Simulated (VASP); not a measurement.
# FeGe (P1) in VASP: notebook, part 2 of 2

VASP 6.6.1. Earlier steps stand in the parts before.

### 3 Single point, r2SCAN, collinear spin, ferromagnetic start

The input, POSCAR:

```
FeGe
1.0
    3.0161729560      0.0000000000      0.0000000000
    0.0000000000      3.0161729560      0.0000000000
    0.0000000000      0.0000000000      3.0161729560
Fe Ge
1 1
Direct
    0.0000000000      0.0000000000      0.0000000000
    0.4633440200      0.4507515000      0.4535288900
```

The input, INCAR.step1:

```
ALGO = Normal
EDIFF = 1E-4
ENCUT = 520
GGA = PE
ISMEAR = 0
ISPIN = 2
LASPH = T
LCHARG = F
LMAXMIX = 4
LREAL = F
LWAVE = T
MAGMOM = 4 0
NBANDS = 22
NELM = 150
PREC = Accurate
SIGMA = 0.05
```

The input, INCAR.step2:

```
ALGO = Normal
EDIFF = 1E-6
ENCUT = 520
ISIF = 2
ISMEAR = 0
ISPIN = 2
ISTART = 1
LASPH = T
LCHARG = F
LMAXMIX = 4
LMIXTAU = T
LORBIT = 11
LREAL = F
LWAVE = F
MAGMOM = 4 0
METAGGA = R2SCAN
NBANDS = 22
NELM = 150
PREC = Accurate
SIGMA = 0.05
```

The input, KPOINTS:

```
k-points
0
Gamma
  3 3 3
```

Potentials or basis: VASP PAW PBE potentials, release 64 (Fe, Ge_d).

Launch:

```
> cat potpaw_PBE.64/Fe/POTCAR potpaw_PBE.64/Ge_d/POTCAR > POTCAR
> cp INCAR.step1 INCAR
> mpirun -np 1 vasp_std > vasp.out
> cp INCAR.step2 INCAR
> mpirun -np 1 vasp_std > vasp.out
```

OUTCAR:

```text
EDIFF = 1E-6
   ENCUT = 520
   ISIF = 2
   ISMEAR = 0
   ISPIN = 2
   ISTART = 1
   LASPH = T
   LORBIT = 11
   LREAL = F
   METAGGA = R2SCAN
   NELM = 150
   PREC = Accurate

 ion  position               nearest neighbor table
   1  0.000  0.000  0.000-   2 2.38   2 2.52   2 2.55   2 2.56   2 2.68   2 2.69   2 2.72   2 2.84

   2  0.463  0.451  0.454-   1 2.38   1 2.52   1 2.55   1 2.56   1 2.68   1 2.69   1 2.72   1 2.84

  LATTYP: Found a simple cubic cell.
 ALAT       =     3.0161729560

  Lattice vectors:

 A1 = (   3.0161729560,   0.0000000000,   0.0000000000)
 A2 = (   0.0000000000,   3.0161729560,   0.0000000000)
 A3 = (   0.0000000000,   0.0000000000,   3.0161729560)

Analysis of symmetry for initial positions (statically):
=====================================================================
 Subroutine PRICEL returns:
 Original cell was already a primitive cell.

 Routine SETGRP: Setting up the symmetry group for a
 simple cubic supercell.

 Subroutine GETGRP returns: Found  1 space group operations
 (whereof  1 operations were pure point group operations)
 out of a pool of 48 trial point group operations.

The static configuration has the point symmetry C_1 .

Analysis of symmetry for dynamics (positions and initial velocities):
=====================================================================
 Subroutine PRICEL returns:
 Original cell was already a primitive cell.

 Routine SETGRP: Setting up the symmetry group for a
 simple cubic supercell.

 Subroutine GETGRP returns: Found  1 space group operations
 (whereof  1 operations were pure point group operations)
 out of a pool of 48 trial point group operations.

The dynamic configuration has the point symmetry C_1 .

Analysis of structural, dynamic, and magnetic symmetry:
=====================================================================
 Subroutine PRICEL returns:
 Original cell was already a primitive cell.

 Routine SETGRP: Setting up the symmetry group for a
 simple cubic supercell.

 Subroutine GETGRP returns: Found  1 space group operations
 (whereof  1 operations were pure point group operations)
 out of a pool of 48 trial point group operations.

The overall configuration has the point symmetry C_1 .

 Subroutine INISYM returns: Found  1 space group operations
 (whereof  1 operations are pure point group operations),
 and found     1 'primitive' translations

----------------------------------------------------------------------------------------

                                     Primitive cell

  volume of cell :      27.4390

  direct lattice vectors                    reciprocal lattice vectors
     3.016172956  0.000000000  0.000000000     0.331545974  0.000000000  0.000000000
     0.000000000  3.016172956  0.000000000     0.000000000  0.331545974  0.000000000
     0.000000000  0.000000000  3.016172956     0.000000000  0.000000000  0.331545974
[... 58 lines left out ...]
   dimension x,y,z NGX =    24 NGY =   24 NGZ =   24
   dimension x,y,z NGXF=    48 NGYF=   48 NGZF=   48
   ions per type =               1   1
   NGX,Y,Z   is equivalent  to a cutoff of  13.23, 13.23, 13.23 a.u.
   NGXF,Y,Z  is equivalent  to a cutoff of  26.46, 26.46, 26.46 a.u.
 SYSTEM =  unknown system
   PREC   = accura    normal or accurate (medium, high low for compatibility)
   ISTART =      1    job   : 0-new  1-cont  2-samecut
   ICHARG =      0    charge: 1-file 2-atom 10-const
   ISPIN  =      2    spin polarized calculation?
   LNONCOLLINEAR =      F non collinear calculations
   LSORBIT =      F    spin-orbit coupling
   LASPH  =      T    aspherical Exc in radial PAW
   ENCUT  =  520.0 eV  38.22 Ry    6.18 a.u.   5.61  5.61  5.61*2*pi/ulx,y,z
   NELM   =    150;   NELMIN=  2; NELMDL=  0     # of ELM steps
   EDIFF  = 0.1E-05   stopping-criterion for ELM
   LREAL  =      F    real-space projection
   EDIFFG = 0.1E-04   stopping-criterion for IOM
   NSW    =      0    number of steps for IOM
   IBRION =     -1    ionic relax: 0-MD 1-quasi-New 2-CG
   NFREE  =      0    steps in history (QN), initial steepest desc. (CG)
   ISIF   =      2    stress and relaxation
   ISYM   =      2    0-nonsym 1-usesym 2-fastsym
   POTIM  = 0.5000    time-step for ionic-motion
   TEBEG  =    0.0;   TEEND  =   0.0 temperature during run
   PSTRESS=    0.0 pullay stress
   NELECT =      22.0000    total number of electrons
   NUPDOWN=      -1.0000    fix difference up-down
   EMIN   =  10.00;   EMAX   =-10.00  energy-range for DOS
   EFERMI =   0.00;   METHOD = LEGACY
   ISMEAR =     0;   SIGMA  =   0.05  broadening in eV -4-tet -1-fermi 0-gaus
   EFERMI_NEDOS =   21; number of points for ismear=-14 and -15
   IALGO  =     38    algorithm
   IMIX   =      4    mixing-type and parameters
     AMIX     =   0.40;   BMIX     =  1.00
     AMIX_MAG =   1.60;   BMIX_MAG =  1.00
  volume/ion in A,a.u.               =      13.72        92.58
  Fermi-wavevector in a.u.,A,eV,Ry     =   1.520873  2.874032 31.471000  2.313053
  Thomas-Fermi vector in A             =   2.629664
   LORBIT       =     11    0 simple, 1 ext, 2 COOP (PROOUT), +10 PAW based schemes
   METAGGA = R2SCAN    functional components
   LHFCALC =     F    Hartree Fock is set to
   AEXX    =    0.0000 exact exchange contribution
   IVDW    =     0    specifies the selected vdW correction
   LEPSILON=     F    determine dielectric tensor
   LRPA    =     F    only Hartree local field effects (RPA)
 spin polarized calculation
 Gauss-broadening in eV      SIGMA  =   0.05
  energy-cutoff  :      520.00
  volume of cell :       27.44
 maximum number of plane-waves:       748
 NGX is ok and might be reduce to    24
   NGX = 11   NGY = 11   NGZ = 11

 number of electron      22.0000004 magnetization       1.9259388

 Free energy of the ion-electron system (eV)
  ---------------------------------------------------
  ext. energy  EPLUGINS =         0.00000000
  ---------------------------------------------------
  free energy    TOTEN  =       -27.45857182 eV

  energy without entropy =      -27.45671950  energy(sigma->0) =      -27.45764566

 E-fermi :   7.2504     XC(G=0): -13.7530

 val. band max:        7.2259729283   @ k =   0.3333   0.3333   0.0000
 cond. band min:       7.4077375824   @ k =   0.0000   0.0000   0.0000
 fundamental gap:      0.1817646541
 Fermi energy:         7.2504087985

 spin component 1

 k-point     1 :       0.0000    0.0000    0.0000
  band No.  band energies     occupation
      1     -17.7616      1.00000
      2     -17.7609      1.00000
      3     -17.6788      1.00000
      4     -17.6707      1.00000
      5     -17.6699      1.00000
      6      -5.9771      1.00000
[... 339 lines left out ...]
     21      31.7358      0.00000
     22      34.7427      0.00000
 Fermi energy:         7.2504087985

 spin component 2

 k-point     1 :       0.0000    0.0000    0.0000
  band No.  band energies     occupation
      1     -17.7540      1.00000
      2     -17.7537      1.00000
      3     -17.6622      1.00000
      4     -17.6586      1.00000
      5     -17.6583      1.00000
      6      -6.1061      1.00000
[... 339 lines left out ...]
     21      32.2556      0.00000
     22      34.8503      0.00000

------------------------ aborting loop because EDIFF is reached ----------------------------------------

  FORCE on cell =-STRESS in cart. coord.  units (eV):
  Direction    XX          YY          ZZ          XY          YZ          ZX
  --------------------------------------------------------------------------------------
  -------------------------------------------------------------------------------------
  Total       -0.7548228     -0.8512670     -0.8521519      0.4085937      0.5215872      0.3914708
  in kB      -44.0744437    -49.7058676    -49.7575363     23.8579715     30.4557134     22.8581597
  external PRESSURE =     -47.8459492 kB  Pullay stress =       0.0000000 kB

 VOLUME and BASIS-vectors are now :
 -----------------------------------------------------------------------------
  energy-cutoff  :      520.00
  volume of cell :       27.44
      direct lattice vectors                 reciprocal lattice vectors
     3.016172956  0.000000000  0.000000000     0.331545974  0.000000000  0.000000000
     0.000000000  3.016172956  0.000000000     0.000000000  0.331545974  0.000000000
     0.000000000  0.000000000  3.016172956     0.000000000  0.000000000  0.331545974

 POSITION                                       TOTAL-FORCE (eV/Angst)
 -----------------------------------------------------------------------------------
      0.00000      0.00000      0.00000        -0.461051     -0.596105     -0.568622
      1.39753      1.35954      1.36792         0.461051      0.596105      0.568622
 -----------------------------------------------------------------------------------
    total drift:                               -0.005605      0.005659      0.004834

  FREE ENERGIE OF THE ION-ELECTRON SYSTEM (eV)
  ---------------------------------------------------
  free  energy   TOTEN  =       -27.4585718200 eV

  energy  without entropy=      -27.4567194975  energy(sigma->0) =      -27.45764566

 total charge

# of ion       s       p       d       tot
------------------------------------------
    1        0.389   0.409   6.333   7.130
    2        1.139   1.204  10.078  12.421
--------------------------------------------------
tot          1.528   1.613  16.410  19.551

 magnetization (x)

# of ion       s       p       d       tot
------------------------------------------
    1        0.010   0.009   1.951   1.970
    2        0.049  -0.043  -0.011  -0.005
--------------------------------------------------
tot          0.059  -0.034   1.939   1.965
```

Wall time 63 s (1 thread of Intel Xeon 6975P-C (Granite Rapids), shared host); peak memory 0.16 GiB.

Results:

* Free energy: -27.4586 eV
* Pressure: -4.8 GPa
* Largest force: 0.944 eV/Å
* Net moment: 1.93 μB per cell
* Site moments: Fe +1.97; Ge -0.01 μB
* Valence electrons inside the program's atomic spheres: Fe 7.13; Ge 12.42

Forces in eV/Å, atoms in the order of the input:
```
Fe  -0.461 -0.596 -0.569
Ge   0.461  0.596  0.569
```

Stress tensor (GPa, compression positive):
```
-4.41  2.39  2.29
 2.39 -4.97  3.05
 2.29  3.05 -4.98
```

Levels at points of the mesh, in eV from the Fermi level:
Spin up:
| k point | band 9 | band 10 | band 11 | band 12 | band 13 | band 14 | band 15 | band 16 |
| --- | --- | --- | --- | --- | --- | --- | --- | --- |
| (0.00, 0.00, 0.00) | -1.72 | -1.68 | -1.67 | 3.13 | 3.19 | 3.23 | 8.52 | 9.11 |
Spin down:
```
           k point  band 8  band 9  band 10  band 11  band 12  band 13
(0.00, 0.00, 0.00)   -1.25    0.16     0.40     0.42     3.28     3.34
```

Caveat: the k points lie up to 0.69 Å⁻¹ apart; the PAW data sets were made with another functional, which shifts forces and pressure a little.

### 4 Single point, r2SCAN, collinear spin, ferromagnetic start

The input, POSCAR:

```
FeGe
1.0
    3.0161725290      0.0000000000      0.0000000000
    0.0000000000      3.0161725290      0.0000000000
    0.0000000000      0.0000000000      3.0161725290
Fe Ge
1 1
Direct
    0.0000000000      0.0000000000      0.0000000000
    0.4633440200      0.4507515000      0.4535288900
```

The input, INCAR.step1:

```
PREC     = Accurate       # precision mode
ENCUT    = 520            # plane-wave cutoff, eV
ISMEAR   = 0              # smearing method
SIGMA    = 0.05           # smearing width, eV
LREAL    = F              # projectors in reciprocal space
LASPH    = T              # aspherical terms in the spheres
NELM     = 150            # most SCF steps
ISPIN    = 2              # spin polarisation
MAGMOM   = 4 0            # initial moments
LMAXMIX  = 4              # l up to which the mixer works
NBANDS   = 22             # bands
GGA      = PE             # functional
ALGO     = Normal         # electronic algorithm
EDIFF    = 1E-4           # SCF threshold, eV
LWAVE    = T              # write WAVECAR
LCHARG   = F              # write CHGCAR
```

The input, INCAR.step2:

```
PREC     = Accurate       # precision mode
ENCUT    = 520            # plane-wave cutoff, eV
EDIFF    = 1E-7           # SCF threshold, eV
ISMEAR   = 0              # smearing method
SIGMA    = 0.05           # smearing width, eV
LREAL    = F              # projectors in reciprocal space
LASPH    = T              # aspherical terms in the spheres
NELM     = 150            # most SCF steps
ALGO     = Normal         # electronic algorithm
ISIF     = 2              # what is computed and relaxed
LWAVE    = F              # write WAVECAR
LCHARG   = T              # write CHGCAR
ISPIN    = 2              # spin polarisation
MAGMOM   = 4 0            # initial moments
LORBIT   = 11             # projections on sites
LMAXMIX  = 4              # l up to which the mixer works
METAGGA  = R2SCAN         # meta-GGA
LMIXTAU  = T            
LELF     = T              # ELF
LVHAR    = T            
NBANDS   = 22             # bands
ISTART   = 1
```

The input, KPOINTS:

```
Automatic mesh
0
Gamma
  3 3 3
```

Launch:

```
> cat potpaw_PBE.64/Fe/POTCAR potpaw_PBE.64/Ge_d/POTCAR > POTCAR
> cp INCAR.step1 INCAR
> mpirun -np 1 vasp_std > vasp.out
> cp INCAR.step2 INCAR
> mpirun -np 1 vasp_std > vasp.out
```

It took 79 s on 1 thread of Intel Xeon 6975P-C (Granite Rapids), shared host; peak memory 0.16 GiB.

It converged, with:

- Free energy: -27.4586 eV
- Pressure: -4.8 GPa
- Largest force: 0.944 eV/Å
- Net moment: 1.93 μB per cell
- Site moments: Fe +1.97; Ge -0.01 μB
- Valence electrons inside the program's atomic spheres: Fe 7.13; Ge 12.42

Forces on the atoms (eV/Å):
```
Fe  -0.461 -0.596 -0.568
Ge   0.461  0.596  0.568
```

Stress tensor (GPa, compression positive):
```
-4.41  2.38  2.29
 2.38 -4.98  3.05
 2.29  3.05 -5.00
```

Levels at points of the mesh, in eV from the Fermi level:
Spin up:
| k point | band 10 | band 11 | band 12 | band 13 | band 14 | band 15 |
| --- | --- | --- | --- | --- | --- | --- |
| (0.00, 0.00, 0.00) | -1.68 | -1.67 | 3.13 | 3.19 | 3.23 | 8.52 |
Spin down:
| k point | band 7 | band 8 | band 9 | band 10 | band 11 | band 12 | band 13 | band 14 |
| --- | --- | --- | --- | --- | --- | --- | --- | --- |
| (0.00, 0.00, 0.00) | -1.28 | -1.25 | 0.16 | 0.40 | 0.42 | 3.28 | 3.34 | 3.36 |

Caveat: the k points lie up to 0.69 Å⁻¹ apart; the PAW data sets were made with another functional, which shifts forces and pressure a little.
